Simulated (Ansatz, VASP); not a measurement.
## Si in VASP and in Ansatz

File INCAR:

```
  PREC = Accurate
  ENCUT = 520
  EDIFF = 1E-6
  ISMEAR = -1
  SIGMA = 0.0272
  LREAL = F
  LASPH = T
  NELM = 60
  ALGO = Normal
  ISIF = 2
  LWAVE = F
  LCHARG = F
  GGA = CA
  NBANDS = 26
```

KPOINTS

```
Automatic mesh
0
Gamma
  4 4 4
```

File POSCAR:

```
Si
1.0
    5.4709431802      0.0000000000      0.0000000000
    0.0000000000      5.4709431802      0.0000000000
    0.0000000000      0.0000000000      5.4709431802
Si
8
Direct
    0.8750000000      0.3750000000      0.3750000000
    0.3750000000      0.8750000000      0.3750000000
    0.3750000000      0.3750000000      0.8750000000
    0.8750000000      0.8750000000      0.8750000000
    0.1250000000      0.1250000000      0.1250000000
    0.6250000000      0.6250000000      0.1250000000
    0.6250000000      0.1250000000      0.6250000000
    0.1250000000      0.6250000000      0.6250000000
```

Input for Ansatz:

```yaml
crystal:
  lattice:
    - [5.4709431802, 0.0, 0.0]
    - [0.0, 5.4709431802, 0.0]
    - [0.0, 0.0, 5.4709431802]
  atoms:
    - { symbol: Si, position: [0.875, 0.375, 0.375] }
    - { symbol: Si, position: [0.375, 0.875, 0.375] }
    - { symbol: Si, position: [0.375, 0.375, 0.875] }
    - { symbol: Si, position: [0.875, 0.875, 0.875] }
    - { symbol: Si, position: [0.125, 0.125, 0.125] }
    - { symbol: Si, position: [0.625, 0.625, 0.125] }
    - { symbol: Si, position: [0.625, 0.125, 0.625] }
    - { symbol: Si, position: [0.125, 0.625, 0.625] }
kpoints:
  mp_grid: { grid: [4, 4, 4] }
scf:
  occupations: { method: fermi_dirac, width: 0.0272 }
hamiltonian:
  xc: lda
  pseudopotentials: { kind: paw }
output:
  forces: true
  stress: true
  eigenvalues: true
  core_levels:
    shells: { Si: ["1s"] }
    counted_from: conduction_bottom
    add_spin: false
```

Alike in both runs: task single point; functional LDA; k mesh 4 × 4 × 4; occupations fermi-dirac, width 0.0272 eV; no spin polarisation.

```csv
,VASP,Ansatz
version,VASP 6.6.1,Ansatz 0.2.0
potentials or method,"VASP PAW LDA potentials, release 64 (Si)","PAW with Ansatz's default frozen-core files, scalar-relativistic"
plane-wave cutoff (eV),520,420
valence electrons in the cell,32,32
```

|  | VASP | Ansatz | Ansatz less VASP |
| --- | --- | --- | --- |
| pressure (GPa) | -3.3 | -3.4 | -0.03 |

LDA's correlation is that of Perdew and Zunger in VASP and of Perdew and Wang (1992) in Ansatz.
